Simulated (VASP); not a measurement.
Li2Rh:

```
Li Rh
1.0
    -1.53880    1.53880    3.77487
     1.53880   -1.53880    3.77487
     1.53880    1.53880   -3.77487
Li Rh
2 1
Direct
  0.66500 0.66500 0.00000
  0.33500 0.33500 0.00000
  0.00000 0.00000 0.00000
```

| Quantity | Value |
| --- | --- |
| Program | VASP 6.6.1 |
| Task | relaxation of cell and atoms |
| Functional | r2SCAN |
| Potentials or basis | VASP PAW PBE potentials, release 64 (Li_sv, Rh_pv) |
| Cutoff | 600 eV |
| k mesh | 8 × 8 × 8 |
| Occupations | gaussian, width 0.1 eV |
| Spin | no spin polarisation |

At the start: pressure 4.8 GPa; volume 11.92 Å³/atom.

Task: Where does the relaxation end?

Result: Over 12 steps the energy falls by 45.5 meV/atom and the volume is 12.86 Å³/atom (+7.9 %); space group I4/mmm (No. 139, to 0.1 Å) before and after.

The path:
```csv
step,energy change (eV),largest force (eV/Å),pressure (GPa),volume (Å³)
1,0.0000,0.1068,4.75,35.75
2,-0.0657,0.0271,0.90,37.60
3,-0.0808,0.1165,-1.66,39.04
4,-0.1034,0.0953,-1.03,38.68
5,-0.1288,0.0682,1.25,37.66
6,-0.1291,0.0788,0.96,37.76
7,-0.1334,0.0963,0.15,38.33
8,-0.1341,0.0797,-0.25,38.59
9,-0.1341,0.0770,-0.37,38.67
10,-0.1355,0.0553,0.00,38.63
11,-0.1340,0.1266,0.96,38.51
12,-0.1364,0.0288,0.36,38.59
```

Final structure:
```
Li Rh
1.0
    -1.48643    1.48643    4.36672
     1.48643   -1.48643    4.36672
     1.48643    1.48643   -4.36672
Li Rh
2 1
Direct
  0.66017 0.66017 0.00000
  0.33983 0.33983 0.00000
  0.00000 0.00000 0.00000
```

Caveat: the cutoff is under 1.25 times the usual one of these potentials, so pressure, stress and relaxed cells hold a basis-set (Pulay) error; the PAW data sets were made with another functional, which shifts forces and pressure a little.
